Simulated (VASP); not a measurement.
# Si2N (Cmmm) in VASP: notebook, part 2 of 3

VASP 6.6.1. The steps go on from the part before.

## 3. Relaxation of cell and atoms, PBE

This run uses another cell than the first one, of 13.99 Å³/atom, 1.004 times its volume.

INCAR

```
PREC = Accurate ; ENCUT = 600
EDIFF = 1E-6 ; ISMEAR = 0
SIGMA = 0.1 ; LREAL = False
LASPH = True ; NELM = 100
ALGO = Normal ; ISIF = 3
LWAVE = False ; LCHARG = False
GGA = PE ; IBRION = 2
NSW = 100 ; EDIFFG = -0.01
```

KPOINTS

```
regular mesh
0
Gamma
  12 12 18
```

POSCAR

```
Si2N
1.0
    2.1793061622     -3.6646867547      0.0000000000
    2.1793061622      3.6646867547      0.0000000000
    0.0000000000      0.0000000000      2.6274314763
Si N
2 1
Direct
    0.3187933502      0.6812066498      0.5000000000
    0.6812066498      0.3187933502      0.5000000000
    0.5000000000      0.5000000000      0.0000000000
```

Potentials or basis: VASP PAW PBE potentials, release 64 (Si, N).

Run with:

```
$ cat potpaw_PBE.64/Si/POTCAR potpaw_PBE.64/N/POTCAR > POTCAR
$ mpirun -np 1 vasp_std > vasp.out
```

It took 11 min on 1 thread of Intel Xeon Platinum 8259CL at 2.50GHz (Skylake/Cascade Lake), shared host; peak memory 0.36 GiB.

The run converged. Its results:

```
Free energy                            : -18.9424 eV
Relaxed volume                         : 13.92 Å³/atom
Relaxed cell                           : a = 4.288 Å, b = 4.288 Å, c = 2.619 Å, α = 90.00°, β = 90.00°, γ = 119.93°
Space group after relaxing (to 0.05 Å) : Cmmm (No. 65)
Energy gained by relaxing              : 1.4 meV/atom
Ionic steps                            : 11
Pressure after relaxing                : 0.0 GPa
```

The path:
```tsv
step	energy change (eV)	largest force (eV/Å)	pressure (GPa)	volume (Å³)
1	0.0000	0.0353	-0.40	41.97
2	-0.0015	0.0831	0.31	41.76
3	-0.0015	0.0818	0.29	41.76
4	-0.0030	0.0559	0.15	41.77
5	-0.0041	0.0152	-0.05	41.79
6	-0.0042	0.0026	-0.12	41.80
7	-0.0042	0.0043	-0.11	41.80
8	-0.0042	0.0222	0.09	41.72
9	-0.0042	0.0102	0.01	41.76
10	-0.0042	0.0140	-0.02	41.74
11	-0.0042	0.0010	0.01	41.75
```

Final structure:
```
Si N
1.0
     2.14652   -3.71252    0.00000
     2.14652    3.71252    0.00000
     0.00000    0.00000    2.61948
Si N
2 1
Direct
  0.32079 0.67921 0.50000
  0.67921 0.32079 0.50000
  0.50000 0.50000 0.00000
```

Levels at points of the mesh, in eV from the Fermi level:
```csv
k point,band 3,band 4,band 5,band 6,band 7,band 8,band 9,band 10
"(0.00, 0.00, 0.00)",-9.34,-5.45,-4.50,-4.28,-1.04,3.26,5.53,6.46
"(0.50, 0.00, 0.00)",-8.04,-7.15,-4.23,-2.66,2.81,3.73,4.08,6.82
"(0.50, 0.50, 0.00)",-7.20,-4.20,-4.17,-2.90,-0.66,1.19,4.62,6.12
"(0.00, 0.00, 0.50)",-7.78,-5.08,-3.23,-3.22,-1.48,0.05,2.89,3.11
"(0.50, 0.00, 0.50)",-8.48,-6.01,-4.15,-3.90,-1.77,1.06,1.54,6.90
"(0.50, 0.50, 0.50)",-9.15,-7.56,-3.72,-2.34,0.41,1.67,2.08,5.85
```

## 4. Single point, PBE

This run uses another cell than the first one, of 12.10 Å³/atom, 0.868 times its volume.

INCAR

```
SYSTEM = Si2N
PREC = Accurate
ENCUT = 520
EDIFF = 1E-6
ISMEAR = 0
SIGMA = 0.1
LREAL = .False.
LASPH = .True.
NELM = 100
ALGO = Normal
ISIF = 2
LWAVE = .False.
LCHARG = .False.
GGA = PE
NBANDS = 14
```

KPOINTS

```
regular mesh
0
Gamma
  6 6 6
  0 0 0
```

POSCAR

```
Si2N
1.0
    1.9963907400     -2.7230133800      0.0000000000
    1.9963907400      2.7230133800      0.0000000000
    0.0000000000      0.0000000000      3.3380878300
Si N
2 1
Direct
    0.1030810500      0.8969189500      0.5000000000
    0.8969189500      0.1030810500      0.5000000000
    0.5000000000      0.5000000000      0.0000000000
```

Potentials or basis: VASP PAW PBE potentials, release 64 (Si, N).

Run with:

```
$ cat potpaw_PBE.64/Si/POTCAR potpaw_PBE.64/N/POTCAR > POTCAR
$ mpirun -np 1 vasp_std > vasp.out
```

OUTCAR:

```text
SYSTEM = Si2N
   PREC = Accurate
   ENCUT = 520
   EDIFF = 1E-6
   ISMEAR = 0
   LREAL = .False.
   LASPH = .True.
   NELM = 100
   ISIF = 2
   GGA = PE

 ion  position               nearest neighbor table
   1  0.103  0.897  0.500-   2 1.12   2 2.56   2 2.56
   2  0.897  0.103  0.500-   1 1.12   1 2.56   1 2.56
   3  0.500  0.500  0.000-

 -----------------------------------------------------------------------------
|                                                                             |
|           W    W    AA    RRRRR   N    N  II  N    N   GGGG   !!!           |
|           W    W   A  A   R    R  NN   N  II  NN   N  G    G  !!!           |
|           W    W  A    A  R    R  N N  N  II  N N  N  G       !!!           |
|           W WW W  AAAAAA  RRRRR   N  N N  II  N  N N  G  GGG   !            |
|           WW  WW  A    A  R   R   N   NN  II  N   NN  G    G                |
|           W    W  A    A  R    R  N    N  II  N    N   GGGG   !!!           |
|                                                                             |
|     The distance between some ions is very small. Please check the          |
|     nearest-neighbor list in the OUTCAR file.                               |
|     I HOPE YOU KNOW WHAT YOU ARE DOING!                                     |
|                                                                             |
 -----------------------------------------------------------------------------
[... 595 lines left out ...]
      7       7.5796      1.96005
      8       8.6498      0.00000
      9      11.6944      0.00000
     10      13.5556      0.00000
     11      14.5066      0.00000
     12      16.2452      0.00000
     13      18.2423      0.00000
     14      20.1469      0.00000

 [... further k-points ...]

------------------------ aborting loop because EDIFF is reached ----------------------------------------

  FORCE on cell =-STRESS in cart. coord.  units (eV):
  Direction    XX          YY          ZZ          XY          YZ          ZX
  --------------------------------------------------------------------------------------
  -------------------------------------------------------------------------------------
  Total       -0.3139976    145.9858758     -1.3897431     -0.0000000      0.0000000      0.0000000
  in kB      -13.8616157   6444.6352879    -61.3510553     -0.0000000      0.0000000      0.0000000
  external PRESSURE =    2123.1408723 kB  Pullay stress =       0.0000000 kB

 VOLUME and BASIS-vectors are now :
 -----------------------------------------------------------------------------
  energy-cutoff  :      520.00
  volume of cell :       36.29
      direct lattice vectors                 reciprocal lattice vectors
     1.996390740 -2.723013380  0.000000000     0.250451973 -0.183620104  0.000000000
     1.996390740  2.723013380  0.000000000     0.250451973  0.183620104  0.000000000
     0.000000000  0.000000000  3.338087830     0.000000000  0.000000000  0.299572705

 POSITION                                       TOTAL-FORCE (eV/Angst)
 -----------------------------------------------------------------------------------
      1.99639      2.16163      1.66904        -0.000000   -129.296287      0.000000
      1.99639     -2.16163      1.66904        -0.000000    129.296287      0.000000
      1.99639      0.00000      0.00000         0.000000     -0.000000      0.000000
 -----------------------------------------------------------------------------------
    total drift:                                0.000000      0.000000     -0.000000

  FREE ENERGIE OF THE ION-ELECTRON SYSTEM (eV)
  ---------------------------------------------------
  free  energy   TOTEN  =        27.3237950227 eV

  energy  without entropy=       27.3316214443  energy(sigma->0) =       27.32770823
```

stdout:

```text
POSCAR found type information on POSCAR SiN
 POSCAR found :  2 types and       3 ions
 scaLAPACK will be used
 LDA part: xc-table for (Slater+PW92), standard interpolation
 -----------------------------------------------------------------------------
|                                                                             |
|           W    W    AA    RRRRR   N    N  II  N    N   GGGG   !!!           |
|           W    W   A  A   R    R  NN   N  II  NN   N  G    G  !!!           |
|           W    W  A    A  R    R  N N  N  II  N N  N  G       !!!           |
|           W WW W  AAAAAA  RRRRR   N  N N  II  N  N N  G  GGG   !            |
|           WW  WW  A    A  R   R   N   NN  II  N   NN  G    G                |
|           W    W  A    A  R    R  N    N  II  N    N   GGGG   !!!           |
|                                                                             |
|     The distance between some ions is very small. Please check the          |
|     nearest-neighbor list in the OUTCAR file.                               |
|     I HOPE YOU KNOW WHAT YOU ARE DOING!                                     |
|                                                                             |
 -----------------------------------------------------------------------------

 POSCAR, INCAR and KPOINTS ok, starting setup
 FFT: planning ... GRIDC
 FFT: planning ... GRID_SOFT
 FFT: planning ... GRID
 WAVECAR not read
 entering main loop
```

Run time: 16 s. Hardware: 1 thread of AMD EPYC 9R14 (Zen 4), shared host; peak memory 0.13 GiB.

Results:

| Quantity | Value |
| --- | --- |
| Free energy | 27.3238 eV |
| Pressure | 212.3 GPa |
| Largest force | 129.296 eV/Å |

Forces on the atoms (eV/Å):
```
Si     0.000 -129.296    0.000
Si     0.000  129.296    0.000
N      0.000    0.000    0.000
```

Levels at points of the mesh, in eV from the Fermi level:
```
           k point  band 2  band 3  band 4  band 5  band 6  band 7  band 8  band 9  band 10  band 11
(0.00, 0.00, 0.00)   -8.20   -4.42   -4.12   -1.45    0.91    1.14    1.58    1.65     2.92     5.39
(0.50, 0.00, 0.00)  -10.53   -4.82   -2.46   -2.13   -1.59   -0.74    0.20    3.08     6.91     8.01
(0.50, 0.50, 0.00)   -8.01   -7.22   -6.48   -2.62    0.42    0.88    1.05    2.66     4.99     7.48
(0.00, 0.00, 0.50)  -11.31   -4.02   -2.50   -1.67   -0.66    0.02    1.80    3.15     3.78     7.42
(0.50, 0.00, 0.50)   -8.63   -7.68   -6.83   -1.32   -0.20    1.42    1.49    1.63     3.24     9.16
(0.50, 0.50, 0.50)   -7.29   -6.00   -4.71   -4.10   -3.96   -2.83   -2.34    6.17     6.66     8.29
```

Caveat: forces of over 1 eV/Å act on the atoms, so gaps and moduli don't describe the material at rest.

(Continued in part 3 of 3.)
